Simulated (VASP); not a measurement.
# Hf (P6_3/mmc) in VASP: notebook, part 2 of 3

VASP 6.6.1. The steps go on from the part before.

## 3. Electric field gradients, PBE (volume scaled by 0.97)

INCAR reads:

```
ALGO = Normal
EDIFF = 1E-8
ENCUT = 520
GGA = PE
ISIF = 2
ISMEAR = -1
LASPH = True
LCHARG = False
LEFG = True
LREAL = False
LWAVE = False
NBANDS = 17
NELM = 100
PREC = Accurate
SIGMA = 0.05
```

KPOINTS reads:

```
k-points
0
Gamma
  13 13 7
```

POSCAR reads:

```
Hf
1.0
    3.1644064323      0.0000000000      0.0000000000
   -1.5822032162      2.7404563583      0.0000000000
    0.0000000000      0.0000000000      5.0067076179
Hf
2
Direct
    0.3333333333      0.6666666667      0.2500000000
    0.6666666667      0.3333333333      0.7500000000
```

Potentials or basis: VASP PAW PBE potentials, release 64 (Hf_pv).

Run with:

```console
$ cat potpaw_PBE.64/Hf_pv/POTCAR > POTCAR
$ mpirun -np 1 vasp_std > vasp.out
```

OUTCAR:

```text
EDIFF = 1E-8
   ENCUT = 520
   GGA = PE
   ISIF = 2
   ISMEAR = -1
   LASPH = True
   LREAL = False
   NELM = 100
   PREC = Accurate

 ion  position               nearest neighbor table
   1  0.333  0.667  0.250-   2 3.10   2 3.10   2 3.10   2 3.10   2 3.10   2 3.10
   2  0.667  0.333  0.750-   1 3.10   1 3.10   1 3.10   1 3.10   1 3.10   1 3.10

  LATTYP: Found a hexagonal cell.
 ALAT       =     3.1644064323
 C/A-ratio  =     1.5821948681

  Lattice vectors:

 A1 = (   3.1644064323,   0.0000000000,   0.0000000000)
 A2 = (  -1.5822032162,   2.7404563583,   0.0000000000)
 A3 = (   0.0000000000,   0.0000000000,   5.0067076179)

Analysis of symmetry for initial positions (statically):
=====================================================================
 Subroutine PRICEL returns:
 Original cell was already a primitive cell.

 Routine SETGRP: Setting up the symmetry group for a
 hexagonal supercell.

 Subroutine GETGRP returns: Found 24 space group operations
 (whereof 12 operations were pure point group operations)
 out of a pool of 24 trial point group operations.

The static configuration has the point symmetry D_3d.
 The point group associated with its full space group is D_6h.

Analysis of symmetry for dynamics (positions and initial velocities):
=====================================================================
 Subroutine PRICEL returns:
 Original cell was already a primitive cell.

 Routine SETGRP: Setting up the symmetry group for a
 hexagonal supercell.

 Subroutine GETGRP returns: Found 24 space group operations
 (whereof 12 operations were pure point group operations)
 out of a pool of 24 trial point group operations.

The dynamic configuration has the point symmetry D_3d.
 The point group associated with its full space group is D_6h.

 Subroutine INISYM returns: Found 24 space group operations
 (whereof 12 operations are pure point group operations),
 and found     1 'primitive' translations

----------------------------------------------------------------------------------------

                                     Primitive cell

  volume of cell :      43.4178

  direct lattice vectors                    reciprocal lattice vectors
     3.164406432  0.000000000  0.000000000     0.316015032  0.182451364  0.000000000
    -1.582203216  2.740456358  0.000000000     0.000000000  0.364902728  0.000000000
     0.000000000  0.000000000  5.006707618     0.000000000  0.000000000  0.199732055

  length of vectors
     3.164406432  3.164406432  5.006707618     0.364902728  0.364902728  0.199732055

  position of ions in fractional coordinates (direct lattice)
     0.333333333  0.666666667  0.250000000
     0.666666667  0.333333333  0.750000000

  ion indices of the primitive-cell ions
   primitive index   ion index
                 1           1
                 2           2

----------------------------------------------------------------------------------------

 KPOINTS: k-points

[... 74 lines left out ...]
   ISYM   =      2    0-nonsym 1-usesym 2-fastsym
   POTIM  = 0.5000    time-step for ionic-motion
   TEBEG  =    0.0;   TEEND  =   0.0 temperature during run
   PSTRESS=    0.0 pullay stress
   NELECT =      20.0000    total number of electrons
   NUPDOWN=      -1.0000    fix difference up-down
   EMIN   =  10.00;   EMAX   =-10.00  energy-range for DOS
   EFERMI =   0.00;   METHOD = LEGACY
   ISMEAR =    -1;   SIGMA  =   0.05  broadening in eV -4-tet -1-fermi 0-gaus
   EFERMI_NEDOS =   21; number of points for ismear=-14 and -15
   IALGO  =     38    algorithm
   IMIX   =      4    mixing-type and parameters
     AMIX     =   0.40;   BMIX     =  1.00
     AMIX_MAG =   1.60;   BMIX_MAG =  1.00
  volume/ion in A,a.u.               =      21.71       146.50
  Fermi-wavevector in a.u.,A,eV,Ry     =   1.264336  2.389248 21.749519  1.598545
  Thomas-Fermi vector in A             =   2.397646
   LORBIT       =      0    0 simple, 1 ext, 2 COOP (PROOUT), +10 PAW based schemes
   GGA     = PE    functional components
   LHFCALC =     F    Hartree Fock is set to
   AEXX    =    0.0000 exact exchange contribution
   IVDW    =     0    specifies the selected vdW correction
   LEPSILON=     F    determine dielectric tensor
   LRPA    =     F    only Hartree local field effects (RPA)
 non-spin polarized calculation
  energy-cutoff  :      520.00
  volume of cell :       43.42
 maximum number of plane-waves:      1184
 NGX is ok and might be reduce to    24
   NGX = 11   NGY = 11   NGZ = 19

 number of electron      19.9999997 magnetization

 Free energy of the ion-electron system (eV)
  ---------------------------------------------------
  ext. energy  EPLUGINS =         0.00000000
  ---------------------------------------------------
  free energy    TOTEN  =       -19.83826788 eV

  energy without entropy =      -19.82512118  energy(sigma->0) =      -19.83169453

 E-fermi :   5.1336     XC(G=0): -11.4208

 val. band max:        5.1285314200   @ k =   0.0000   0.0000   0.4286
 cond. band min:       5.1443367527   @ k =   0.3077   0.2308   0.4286
 fundamental gap:      0.0158053327
 Fermi energy:         5.1335952483

 k-point     1 :       0.0000    0.0000    0.0000
  band No.  band energies     occupation
      1     -25.9252      2.00000
      2     -25.1056      2.00000
      3     -25.1056      2.00000
      4     -24.9669      2.00000
      5     -24.9653      2.00000
      6     -24.9653      2.00000
[... 457 lines left out ...]
      4     -25.1425      2.00000
      5     -25.0093      2.00000
      6     -24.9925      2.00000
[... 9 lines left out ...]
     16       8.0171      0.00000
     17      11.0784      0.00000

 [... further k-points ...]

------------------------ aborting loop because EDIFF is reached ----------------------------------------

  FORCE on cell =-STRESS in cart. coord.  units (eV):
  Direction    XX          YY          ZZ          XY          YZ          ZX
  --------------------------------------------------------------------------------------
  -------------------------------------------------------------------------------------
  Total        1.0526987      1.0526987      1.0467702     -0.0000000      0.0000000      0.0000000
  in kB       38.8460884     38.8460884     38.6273165     -0.0000000      0.0000000      0.0000000
  external PRESSURE =      38.7731644 kB  Pullay stress =       0.0000000 kB

 VOLUME and BASIS-vectors are now :
 -----------------------------------------------------------------------------
  energy-cutoff  :      520.00
  volume of cell :       43.42
      direct lattice vectors                 reciprocal lattice vectors
     3.164406432  0.000000000  0.000000000     0.316015032  0.182451364  0.000000000
    -1.582203216  2.740456358  0.000000000     0.000000000  0.364902728  0.000000000
     0.000000000  0.000000000  5.006707618     0.000000000  0.000000000  0.199732055

 POSITION                                       TOTAL-FORCE (eV/Angst)
 -----------------------------------------------------------------------------------
     -0.00000      1.82697      1.25168        -0.000000     -0.000000      0.000000
      1.58220      0.91349      3.75503         0.000000      0.000000      0.000000
 -----------------------------------------------------------------------------------
    total drift:                               -0.000000      0.000000     -0.000000

  FREE ENERGIE OF THE ION-ELECTRON SYSTEM (eV)
  ---------------------------------------------------
  free  energy   TOTEN  =       -19.8382678839 eV

  energy  without entropy=      -19.8251211846  energy(sigma->0) =      -19.83169453

 Electric field gradients (V/A^2)
---------------------------------------------------------------------
 ion       V_xx      V_yy      V_zz      V_xy      V_xz      V_yz
---------------------------------------------------------------------
   1     -44.536   -44.536    89.072     0.000     0.000    -0.000
   2     -44.536   -44.536    89.072     0.000    -0.000     0.000
---------------------------------------------------------------------

 Electric field gradients after diagonalization (V/A^2)
 (convention: |V_zz| > |V_xx| > |V_yy|)
----------------------------------------------------------------------
 ion       V_xx      V_yy      V_zz     asymmetry (V_yy - V_xx)/ V_zz
----------------------------------------------------------------------
   1     -44.536   -44.536    89.072       0.000
   2     -44.536   -44.536    89.072       0.000
----------------------------------------------------------------------

           NMR quadrupolar parameters

 Cq : quadrupolar parameter    Cq=e*Q*V_zz/h
 eta: asymmetry parameters     (V_yy - V_xx)/ V_zz
 Q  : nuclear electric quadrupole moment in mb (millibarn)
----------------------------------------------------------------------
 ion       Cq(MHz)       eta       Q (mb)
----------------------------------------------------------------------
   1       0.215       0.000       1.000
   2       0.215       0.000       1.000
----------------------------------------------------------------------
```

stdout:

```text
POSCAR found type information on POSCAR Hf
 POSCAR found :  1 types and       2 ions
 scaLAPACK will be used
 LDA part: xc-table for (Slater+PW92), standard interpolation
 POSCAR, INCAR and KPOINTS ok, starting setup
 FFT: planning ... GRIDC
 FFT: planning ... GRID_SOFT
 FFT: planning ... GRID
 WAVECAR not read
 entering main loop
ion   1

ion   2
```

Wall time 18 s (1 thread of Intel Xeon 6975P-C (Granite Rapids), shared host); peak memory 0.19 GiB.

Results:

```
Free energy            : -19.8383 eV
Pressure               : 3.9 GPa
Band gap on the k mesh : zero (band 10 reaches 6.32 eV, above the bottom of band 11 at 4.74 eV)
```

Levels at points of the mesh, in eV from the Fermi level:
```csv
k point,band 6,band 7,band 8,band 9,band 10,band 11,band 12,band 13,band 14,band 15
"(0.00, 0.00, 0.00)",-30.10,-7.49,-3.81,0.75,1.18,1.18,1.47,2.04,2.04,2.70
```

Electric field gradients, principal values (V/Å²):
```csv
atom,least,middle,greatest (by size)
1 Hf,-44.536,-44.536,89.072
2 Hf,-44.536,-44.536,89.072
```

Caveat: the cell differs from its parent crystal (volume scaled by 0.97); without QUAD_EFG the Cq values of the log hold for a quadrupole moment of 1 mb, not for the nuclei; spin-orbit coupling is left out, which moves the levels of the heavy elements.

## 4. Electric field gradients, PBE

This run uses another cell than the first one, of 22.38 Å³/atom, 1.063 times its volume.

INCAR reads:

```
SYSTEM = Hf
ALGO = Normal
EDIFF = 1E-8
ENCUT = 520
GGA = PE
ISIF = 2
ISMEAR = -1
LASPH = .True.
LCHARG = .False.
LEFG = .True.
LREAL = .False.
LWAVE = .False.
NBANDS = 17
NELM = 80
PREC = Accurate
SIGMA = 0.05
```

KPOINTS reads:

```
k-points
0
Gamma
  13 13 7
  0 0 0
```

POSCAR reads:

```
Hf
1.0
    3.1966985242      0.0000000000      0.0000000000
   -1.5983492621      2.7684221302      0.0000000000
    0.0000000000      0.0000000000      5.0578000000
Hf
2
Direct
    0.3333333333      0.6666666667      0.2500000000
    0.6666666667      0.3333333333      0.7500000000
```

Potentials or basis: VASP PAW PBE potentials, release 64 (Hf_pv).

Run with:

```console
$ cat potpaw_PBE.64/Hf_pv/POTCAR > POTCAR
$ mpirun -np 1 vasp_std > vasp.out
```

OUTCAR:

```text
SYSTEM = Hf
   EDIFF = 1E-8
   ENCUT = 520
   GGA = PE
   ISIF = 2
   ISMEAR = -1
   LASPH = .True.
   LREAL = .False.
   NELM = 80
   PREC = Accurate

 ion  position               nearest neighbor table
   1  0.333  0.667  0.250-   2 3.13   2 3.13   2 3.13   2 3.13   2 3.13   2 3.13
   2  0.667  0.333  0.750-   1 3.13   1 3.13   1 3.13   1 3.13   1 3.13   1 3.13

  LATTYP: Found a hexagonal cell.
 ALAT       =     3.1966985242
 C/A-ratio  =     1.5821948681

  Lattice vectors:

 A1 = (   3.1966985242,   0.0000000000,   0.0000000000)
 A2 = (  -1.5983492621,   2.7684221302,   0.0000000000)
[... 695 lines left out ...]
  free  energy   TOTEN  =       -19.8558360448 eV

  energy  without entropy=      -19.8428586080  energy(sigma->0) =      -19.84934733

 Electric field gradients (V/A^2)
---------------------------------------------------------------------
 ion       V_xx      V_yy      V_zz      V_xy      V_xz      V_yz
---------------------------------------------------------------------
   1     -40.985   -40.984    81.969     0.000     0.000    -0.000
   2     -40.985   -40.984    81.969     0.000    -0.000     0.000
---------------------------------------------------------------------

 Electric field gradients after diagonalization (V/A^2)
 (convention: |V_zz| > |V_xx| > |V_yy|)
----------------------------------------------------------------------
 ion       V_xx      V_yy      V_zz     asymmetry (V_yy - V_xx)/ V_zz
----------------------------------------------------------------------
   1     -40.985   -40.984    81.969       0.000
   2     -40.985   -40.984    81.969       0.000
----------------------------------------------------------------------

           NMR quadrupolar parameters

 Cq : quadrupolar parameter    Cq=e*Q*V_zz/h
 eta: asymmetry parameters     (V_yy - V_xx)/ V_zz
 Q  : nuclear electric quadrupole moment in mb (millibarn)
----------------------------------------------------------------------
 ion       Cq(MHz)       eta       Q (mb)
----------------------------------------------------------------------
   1       0.198       0.000       1.000
   2       0.198       0.000       1.000
----------------------------------------------------------------------
```

Wall time 20 s (1 thread of Intel Xeon 6975P-C (Granite Rapids), shared host); peak memory 0.19 GiB.

Results:

| Property | Result |
| --- | --- |
| Free energy | -19.8558 eV |
| Pressure | 0.3 GPa |
| Band gap on the k mesh | zero (band 10 reaches 6.10 eV, above the bottom of band 11 at 4.52 eV) |

Electric field gradients, principal values (V/Å²):
| atom | least | middle | greatest (by size) |
| --- | --- | --- | --- |
| 1 Hf | -40.984 | -40.985 | 81.969 |
| 2 Hf | -40.984 | -40.985 | 81.969 |

Caveat: without QUAD_EFG the Cq values of the log hold for a quadrupole moment of 1 mb, not for the nuclei; spin-orbit coupling is left out, which moves the levels of the heavy elements.

[end of part 2 of 3]
